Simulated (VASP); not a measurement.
Input of a VASP 6.6.1 run:

Contents of POSCAR:

```
Ge
1.0
    0.0000000000      2.8994892500      2.9702085000
    2.8994892500      0.0000000000      2.9702085000
    2.8994892500      2.8994892500      0.0000000000
Ge
2
Direct
    0.5000000000      0.5000000000      0.5000000000
    0.7500000000      0.7500000000      0.7500000000
```

INCAR.step1

```
PREC     = Accurate       # precision mode
ENCUT    = 520            # plane-wave cutoff, eV
ISMEAR   = 0              # smearing method
SIGMA    = 0.05           # smearing width, eV
LREAL    = False          # projectors in reciprocal space
LASPH    = True           # aspherical terms in the spheres
NELM     = 100            # most SCF steps
NBANDS   = 21             # bands
GGA      = PE             # functional
ALGO     = Normal         # electronic algorithm
EDIFF    = 1E-4           # SCF threshold, eV
LWAVE    = True           # write WAVECAR
LCHARG   = False          # write CHGCAR
```

Contents of INCAR.step2:

```
PREC     = Accurate       # precision mode
ENCUT    = 520            # plane-wave cutoff, eV
EDIFF    = 1E-7           # SCF threshold, eV
ISMEAR   = 0              # smearing method
SIGMA    = 0.05           # smearing width, eV
LREAL    = False          # projectors in reciprocal space
LASPH    = True           # aspherical terms in the spheres
NELM     = 100            # most SCF steps
ALGO     = Normal         # electronic algorithm
ISIF     = 2              # what is computed and relaxed
LWAVE    = False          # write WAVECAR
LCHARG   = False          # write CHGCAR
METAGGA  = R2SCAN         # meta-GGA
LMIXTAU  = True         
NBANDS   = 21             # bands
ISTART   = 1
```

File KPOINTS:

```
Automatic mesh
0
Gamma
  10 10 10
```

Potentials or basis: VASP PAW PBE potentials, release 64 (Ge_d).

The run is started by

```bash
$ cat potpaw_PBE.64/Ge_d/POTCAR > POTCAR
$ cp INCAR.step1 INCAR
$ mpirun -np 1 vasp_std > vasp.out
$ cp INCAR.step2 INCAR
$ mpirun -np 1 vasp_std > vasp.out
```

Task: Estimate the pressure.

Result: -5.1 GPa.

Task: Estimate the band gap on the k mesh.

Result: Zero (filled and empty bands touch).

Stress tensor (GPa, compression positive):
```
-4.45  0.00  0.00
 0.00 -4.45  0.00
 0.00  0.00 -6.30
```

Caveat: the cell differs from its parent crystal (strain +0.025 along x and y, +0.050 along z); the cell stands under tension; semilocal functionals underestimate gaps, and a narrow one can read as zero; the PAW data sets were made with another functional, which shifts forces and pressure a little.
